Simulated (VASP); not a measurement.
Set up this calculation in VASP 6.6.1, as the native input.

```
Task                   : single point
Functional             : LDA
Potentials or basis    : VASP PAW LDA potentials, release 64 (Ca_sv, Y_sv)
Cutoff                 : 520 eV
k mesh                 : 5 × 5 × 5
Occupations            : fermi-dirac, width 0.05 eV
Spin                   : no spin polarisation
Dipole correction      : no
Further INCAR settings : ALGO = Normal; EDIFF = 1e-06; NBANDS = 28
```

The structure of Ca3Y lies in POSCAR:

```
Ca3Y
1.0
    0.0000000000      4.2455650000      4.2455650000
    4.2455650000      0.0000000000      4.2455650000
    4.2455650000      4.2455650000      0.0000000000
Ca Y
3 1
Direct
    0.2500000000      0.2500000000      0.2500000000
    0.7500000000      0.7500000000      0.7500000000
    0.5000000000      0.5000000000      0.5000000000
    0.0000000000      0.0000000000      0.0000000000
```

These files were run (other wordings do the same):

INCAR

```
  PREC = Accurate
  ENCUT = 520
  EDIFF = 1E-6
  ISMEAR = -1
  SIGMA = 0.05
  LREAL = F
  LASPH = T
  NELM = 100
  ALGO = Normal
  ISIF = 2
  LWAVE = F
  LCHARG = F
  NBANDS = 28
```

KPOINTS

```
regular mesh
0
Gamma
  5 5 5
```

Potentials or basis: VASP PAW LDA potentials, release 64 (Ca_sv, Y_sv).

Run with:

```sh
$ cat potpaw_LDA.64/Ca_sv/POTCAR potpaw_LDA.64/Y_sv/POTCAR > POTCAR
$ mpirun -np 1 vasp_std > vasp.out
```

Results of the run:

* Pressure: -2.2 GPa
* Band gap on the k mesh: zero (an odd number of electrons rules out a gap without spin polarisation)

Wall time 50 s on 1 thread of Intel(R) Xeon(R) Platinum 8259CL CPU @ 2.50GHz (Skylake/Cascade Lake) (shared host), peak memory 0.27 GiB.
